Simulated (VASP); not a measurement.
Wanted: the native input for a VASP 6.6.1 run.

* Task: single point
* Functional: PBE
* Potentials or basis: VASP PAW PBE potentials, release 64 (C, N)
* Cutoff: 520 eV
* k mesh: 4 × 4 × 4
* Occupations: gaussian, width 0.1 eV
* Spin: no spin polarisation
* Dipole correction: no
* Further INCAR settings: ALGO = Normal; EDIFF = 1e-07; NBANDS = 18

The structure of C4N lies in POSCAR:

```
C4N
1.0
    3.9204054600      0.0000000000      0.0000000000
    0.0000000000      3.9204054600      0.0000000000
    0.0000000000      0.0000000000      3.9204054600
C N
4 1
Direct
    0.5000000000      0.0000000000      0.0000000000
    0.0000000000      0.5000000000      0.0000000000
    0.0000000000      0.0000000000      0.5000000000
    0.5000000000      0.5000000000      0.5000000000
    0.0000000000      0.0000000000      0.0000000000
```

The cell was generated, and may not be a known phase.

The input as run:

INCAR

```
SYSTEM = C4N
ALGO = Normal
EDIFF = 1E-7
ENCUT = 520
GGA = PE
ISIF = 2
ISMEAR = 0
LASPH = .TRUE.
LCHARG = .FALSE.
LREAL = .FALSE.
LWAVE = .FALSE.
NBANDS = 18
NELM = 100
PREC = Accurate
SIGMA = 0.1
```

KPOINTS

```
k-points
0
G
  4 4 4
  0 0 0
```

Potentials or basis: VASP PAW PBE potentials, release 64 (C, N).

Launch:

```sh
$ cat potpaw_PBE.64/C/POTCAR potpaw_PBE.64/N/POTCAR > POTCAR
$ mpirun -np 1 vasp_std > vasp.out
```

It gave:

The pressure is -27.5 GPa and the band gap on the k mesh is zero (an odd number of electrons rules out a gap without spin polarisation).

Caveat: the k points lie up to 0.40 Å⁻¹ apart, too coarse for converged energies and pressures of a metal; an odd number of electrons without spin polarisation forces a metal; a magnetic or distorted state may lie lower.

Wall time 15 s on 1 thread of Intel Xeon 8259CL, on a shared host, peak memory 0.16 GiB.
